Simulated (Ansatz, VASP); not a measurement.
**Si2GeC3: VASP beside Ansatz**

The input INCAR:

```
SYSTEM = Si2GeC3
  ALGO = Normal
  EDIFF = 1E-7
  EDIFFG = -0.04
  ENCUT = 600
  GGA = PE
  IBRION = 2
  ISIF = 3
  ISMEAR = 0
  LASPH = .TRUE.
  LCHARG = .FALSE.
  LREAL = .FALSE.
  LWAVE = .FALSE.
  NELM = 60
  NSW = 90
  PREC = Accurate
  SIGMA = 0.1
```

The input KPOINTS:

```
k-points
0
G
  6 6 2
  0 0 0
```

POSCAR

```
Si2GeC3
1.0
    3.0253672700      0.0000000000      0.0000000000
    0.0000000000      3.0253672700      0.0000000000
    0.0000000000      0.0000000000      9.0449654300
Si Ge C
2 1 3
Direct
    0.0000000000      0.0000000000      0.3342649900
    0.0000000000      0.0000000000      0.6657350100
    0.0000000000      0.0000000000      0.0000000000
    0.5000000000      0.5000000000      0.1837450000
    0.5000000000      0.5000000000      0.5000000000
    0.5000000000      0.5000000000      0.8162550000
```

Input for Ansatz:

```yaml
crystal:
  lattice:
    - [3.02536727, 0.0, 0.0]
    - [0.0, 3.02536727, 0.0]
    - [0.0, 0.0, 9.04496543]
  atoms:
    - { symbol: Si, position: [0.0, 0.0, 0.33426499] }
    - { symbol: Si, position: [0.0, 0.0, 0.66573501] }
    - { symbol: Ge, position: [0.0, 0.0, 0.0] }
    - { symbol: C, position: [0.5, 0.5, 0.183745] }
    - { symbol: C, position: [0.5, 0.5, 0.5] }
    - { symbol: C, position: [0.5, 0.5, 0.816255] }
basis:
  ecutwfc: 420
kpoints:
  mp_grid: { grid: [6, 6, 2] }
hamiltonian:
  xc: pbe
scf:
  occupations: { method: gaussian, width: 0.1 }
  lower_state_search: "off"
output:
  forces: true
  stress: true
  eigenvalues: true
relax:
  adjacent_minimum: "off"
  f_tol: 0.04
  max_steps: 70
  cell: { stress_tol: 0.4 }
```

Change from the starting cell: species swapped into the Al3Ni2Pt type (P4/mmm, No. 123).

Alike in both runs: task relaxation of cell and atoms; functional PBE; k mesh 6 × 6 × 2; occupations gaussian, width 0.1 eV; no spin polarisation.

|  | VASP | Ansatz |
| --- | --- | --- |
| version | VASP 6.6.1 | Ansatz 0.2.0 |
| potentials or method | VASP PAW PBE potentials, release 64 (Si, Ge_d, C), cutoff 600 eV | scalar-relativistic, plane waves, PAW |
| valence electrons in the cell | 34 | 34 |

Ansatz gave:

```
gap on the k mesh at the Fermi level, each at its own relaxed structure (eV) : none
relaxed volume (Å³/atom)                                                     : 11.63
relaxed cell length with the largest relative difference (Å)                 : 2.807
```

Q: What did VASP give for the same quantities?

A: gap on the k mesh at the Fermi level, each at its own relaxed structure (eV): none; relaxed volume (Å³/atom): 11.58; relaxed cell length with the largest relative difference (Å): 2.802.

A gap of «none» marks a metal or a gap that the smearing closes.

Noted on VASP's run: the volume moved by over 15 % at a fixed basis, so the end points are rough; too few bands were computed for a metal, which touches its energy and stress.
